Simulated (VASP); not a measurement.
# MoS2 (P6_3/mmc) in VASP: notebook

MoS2 is run at these levels: RPBE+D3(BJ), PBE; tasks: single point.

Program: VASP 6.6.1. These are calculated values, not measurements. Logs are shortened: lines on timing, memory, paths and dates and some standing lists are left out, and cuts for length are marked.

## Step 1: The cell of the first run

Symmetry: P6_3/mmc, No. 194, hexagonal system. The conventional cell has a = 3.126 Å, b = 3.126 Å, c = 12.157 Å, α = 90.00°, β = 90.00°, γ = 120.00°. Mo (site symmetry -6m2) has 6 S at 2.38 Å within 3.1 Å. Within 3.1 Å of S (site symmetry 3m) lie 3 Mo at 2.38 Å and 1 S at 3.09 Å.

## Step 2: Single point, RPBE+D3(BJ)

The input, INCAR:

```
SYSTEM = MoS2
PREC     = Accurate       ! precision mode
ENCUT    = 520            ! plane-wave cutoff, eV
EDIFF    = 1E-6           ! SCF threshold, eV
ISMEAR   = -1             ! smearing method
SIGMA    = 0.05           ! smearing width, eV
LREAL    = .False.        ! projectors in reciprocal space
LASPH    = .True.         ! aspherical terms in the spheres
NELM     = 80             ! most SCF steps
ALGO     = Normal         ! electronic algorithm
ISIF     = 2              ! what is computed and relaxed
LWAVE    = .False.        ! write WAVECAR
LCHARG   = .False.        ! write CHGCAR
GGA      = RP             ! functional
IVDW     = 12             ! dispersion correction
NBANDS   = 35             ! bands
```

The input, KPOINTS:

```
Automatic mesh
0
Gamma
  10 10 3
  0 0 0
```

The input, POSCAR:

```
MoS2
1.0
    3.1261704254      0.0000000000      0.0000000000
   -1.5630852127      2.7073430050      0.0000000000
    0.0000000000      0.0000000000     12.1574390416
Mo S
2 4
Direct
    0.6666666667      0.3333333333      0.7500000000
    0.3333333333      0.6666666667      0.2500000000
    0.6666666667      0.3333333333      0.3770000000
    0.3333333333      0.6666666667      0.8770000000
    0.6666666667      0.3333333333      0.1230000000
    0.3333333333      0.6666666667      0.6230000000
```

Potentials or basis: VASP PAW PBE potentials, release 64 (Mo_sv, S).

The run is started by

```bash
> cat potpaw_PBE.64/Mo_sv/POTCAR potpaw_PBE.64/S/POTCAR > POTCAR
> mpirun -np 1 vasp_std > vasp.out
```

OUTCAR:

```text
SYSTEM = MoS2
   PREC = Accurate
   ENCUT = 520
   EDIFF = 1E-6
   ISMEAR = -1
   LREAL = .False.
   LASPH = .True.
   NELM = 80
   ISIF = 2
   GGA = RP
   IVDW = 12
 IVDW          = 12

 ion  position               nearest neighbor table
   1  0.667  0.333  0.750-   4 2.38   6 2.38   4 2.38   6 2.38   4 2.38   6 2.38
   2  0.333  0.667  0.250-   3 2.38   5 2.38   3 2.38   5 2.38   3 2.38   5 2.38
   3  0.667  0.333  0.377-   2 2.38   2 2.38   2 2.38
   4  0.333  0.667  0.877-   1 2.38   1 2.38   1 2.38
   5  0.667  0.333  0.123-   2 2.38   2 2.38   2 2.38
   6  0.333  0.667  0.623-   1 2.38   1 2.38   1 2.38

  LATTYP: Found a hexagonal cell.
 ALAT       =     3.1261704254
 C/A-ratio  =     3.8889239508

  Lattice vectors:

 A1 = (   3.1261704254,   0.0000000000,   0.0000000000)
 A2 = (  -1.5630852127,   2.7073430050,   0.0000000000)
 A3 = (   0.0000000000,   0.0000000000,  12.1574390416)

Analysis of symmetry for initial positions (statically):
=====================================================================
 Subroutine PRICEL returns:
 Original cell was already a primitive cell.

 Routine SETGRP: Setting up the symmetry group for a
 hexagonal supercell.

 Subroutine GETGRP returns: Found 24 space group operations
 (whereof 12 operations were pure point group operations)
 out of a pool of 24 trial point group operations.

The static configuration has the point symmetry D_3d.
 The point group associated with its full space group is D_6h.

Analysis of symmetry for dynamics (positions and initial velocities):
=====================================================================
 Subroutine PRICEL returns:
 Original cell was already a primitive cell.

 Routine SETGRP: Setting up the symmetry group for a
 hexagonal supercell.

 Subroutine GETGRP returns: Found 24 space group operations
 (whereof 12 operations were pure point group operations)
 out of a pool of 24 trial point group operations.

The dynamic configuration has the point symmetry D_3d.
 The point group associated with its full space group is D_6h.

 Subroutine INISYM returns: Found 24 space group operations
 (whereof 12 operations are pure point group operations),
 and found     1 'primitive' translations
[... 99 lines left out ...]
   LSORBIT =      F    spin-orbit coupling
   LASPH  =      T    aspherical Exc in radial PAW
   ENCUT  =  520.0 eV  38.22 Ry    6.18 a.u.   5.81  5.81 22.60*2*pi/ulx,y,z
   NELM   =     80;   NELMIN=  2; NELMDL= -5     # of ELM steps
   EDIFF  = 0.1E-05   stopping-criterion for ELM
   LREAL  =      F    real-space projection
   EDIFFG = 0.1E-04   stopping-criterion for IOM
   NSW    =      0    number of steps for IOM
   IBRION =     -1    ionic relax: 0-MD 1-quasi-New 2-CG
   NFREE  =      0    steps in history (QN), initial steepest desc. (CG)
   ISIF   =      2    stress and relaxation
   ISYM   =      2    0-nonsym 1-usesym 2-fastsym
   POTIM  = 0.5000    time-step for ionic-motion
   TEBEG  =    0.0;   TEEND  =   0.0 temperature during run
   PSTRESS=    0.0 pullay stress
   NELECT =      52.0000    total number of electrons
   NUPDOWN=      -1.0000    fix difference up-down
   EMIN   =  10.00;   EMAX   =-10.00  energy-range for DOS
   EFERMI =   0.00;   METHOD = LEGACY
   ISMEAR =    -1;   SIGMA  =   0.05  broadening in eV -4-tet -1-fermi 0-gaus
   EFERMI_NEDOS =   21; number of points for ismear=-14 and -15
   IALGO  =     38    algorithm
   IMIX   =      4    mixing-type and parameters
     AMIX     =   0.40;   BMIX     =  1.00
     AMIX_MAG =   1.60;   BMIX_MAG =  1.00
  volume/ion in A,a.u.               =      17.15       115.73
  Fermi-wavevector in a.u.,A,eV,Ry     =   1.303997  2.464197 23.135459  1.700408
  Thomas-Fermi vector in A             =   2.434962
   LORBIT       =      0    0 simple, 1 ext, 2 COOP (PROOUT), +10 PAW based schemes
   GGA     = RP    functional components
   LHFCALC =     F    Hartree Fock is set to
   AEXX    =    0.0000 exact exchange contribution
   IVDW    =    12    specifies the selected vdW correction
   LEPSILON=     F    determine dielectric tensor
   LRPA    =     F    only Hartree local field effects (RPA)
 non-spin polarized calculation
  energy-cutoff  :      520.00
  volume of cell :      102.90
 maximum number of plane-waves:      2794
 NGX is ok and might be reduce to    24
   NGX = 11   NGY = 11   NGZ = 45

 number of electron      51.9999997 magnetization

 Free energy of the ion-electron system (eV)
  ---------------------------------------------------
  ext. energy  EPLUGINS =         0.00000000
  ---------------------------------------------------
  free energy    TOTEN  =       -40.79176392 eV

  energy without entropy =      -40.79176217  energy(sigma->0) =      -40.79176304

 E-fermi :   8.5635     XC(G=0): -10.8799

 val. band max:        8.1372589603   @ k =   0.0000   0.0000   0.0000
 cond. band min:       9.0900159862   @ k =   0.2000   0.2000   0.0000
 fundamental gap:      0.9527570259
 Fermi energy:         8.5635245359

 k-point     1 :       0.0000    0.0000    0.0000
  band No.  band energies     occupation
      1     -53.3775      2.00000
      2     -53.3774      2.00000
      3     -27.5643      2.00000
      4     -27.5642      2.00000
      5     -27.3010      2.00000
      6     -27.3010      2.00000
[... 901 lines left out ...]
     34      12.0572      0.00000
     35      14.1576      0.00000

 [... further k-points ...]

------------------------ aborting loop because EDIFF is reached ----------------------------------------

 Edisp (eV)  -12.16732

 E8    (eV) :    -7.5356

  FORCE on cell =-STRESS in cart. coord.  units (eV):
  Direction    XX          YY          ZZ          XY          YZ          ZX
  --------------------------------------------------------------------------------------
  -------------------------------------------------------------------------------------
  Total      -8.05707    -8.05707    -2.17672    -0.00000    -0.00000    -0.00000
  in kB    -125.45545  -125.45545   -33.89334    -0.00000    -0.00000    -0.00000
  external pressure =      -94.93 kB  Pullay stress =        0.00 kB

 VOLUME and BASIS-vectors are now :
 -----------------------------------------------------------------------------
  energy-cutoff  :      520.00
  volume of cell :      102.90
      direct lattice vectors                 reciprocal lattice vectors
     3.126170425  0.000000000  0.000000000     0.319880193  0.184682916  0.000000000
    -1.563085213  2.707343005  0.000000000     0.000000000  0.369365831  0.000000000
     0.000000000  0.000000000 12.157439042     0.000000000  0.000000000  0.082254165

 POSITION                                       TOTAL-FORCE (eV/Angst)
 -----------------------------------------------------------------------------------
      1.56309      0.90245      9.11808         0.000000     -0.000000      0.000000
     -0.00000      1.80490      3.03936        -0.000000     -0.000000      0.000000
      1.56309      0.90245      4.58335        -0.000000     -0.000000      0.151190
     -0.00000      1.80490     10.66207         0.000000     -0.000000      0.151190
      1.56309      0.90245      1.49537        -0.000000      0.000000     -0.151190
     -0.00000      1.80490      7.57408         0.000000      0.000000     -0.151190
 -----------------------------------------------------------------------------------
    total drift:                               -0.000000      0.000000     -0.000000

  FREE ENERGIE OF THE ION-ELECTRON SYSTEM (eV)
  ---------------------------------------------------
  free  energy   TOTEN  =       -52.9590863309 eV

  energy  without entropy=      -52.9590845888  energy(sigma->0) =      -52.95908546
```

stdout:

```text
POSCAR found type information on POSCAR MoS
 POSCAR found :  2 types and       6 ions
 scaLAPACK will be used
 -----------------------------------------------------------------------------
|                                                                             |
|                                                                             |
|     You enforced a specific xc type in the INCAR file but a different       |
|     I HOPE YOU KNOW WHAT YOU ARE DOING!                                     |
|                                                                             |
 -----------------------------------------------------------------------------

 LDA part: xc-table for (Slater+PW92), standard interpolation
 POSCAR, INCAR and KPOINTS ok, starting setup
 FFT: planning ... GRIDC
 FFT: planning ... GRID_SOFT
 FFT: planning ... GRID
 WAVECAR not read
 entering main loop
```

Run time: 43 s. Hardware: 1 thread of AMD EPYC 9R45 (Zen 5), shared host; peak memory 0.23 GiB.

Results:

```yaml
Free_energy: -52.9591 eV
Pressure: -9.5 GPa
Largest_force: 0.151 eV/Å
Band_gap_on_the_k_mesh: 0.95 eV, indirect (least direct gap 1.98 eV)
Dispersion_energy_per_atom: -2.028 eV
```

Forces on the atoms (eV/Å):
```
Mo   0.000  0.000  0.000
Mo   0.000  0.000  0.000
S    0.000  0.000  0.151
S    0.000  0.000  0.151
S    0.000  0.000 -0.151
S    0.000  0.000 -0.151
```

Caveat: the PAW data sets were made with another functional, which shifts forces and pressure a little.

(Part 1 of 2 ends here.)
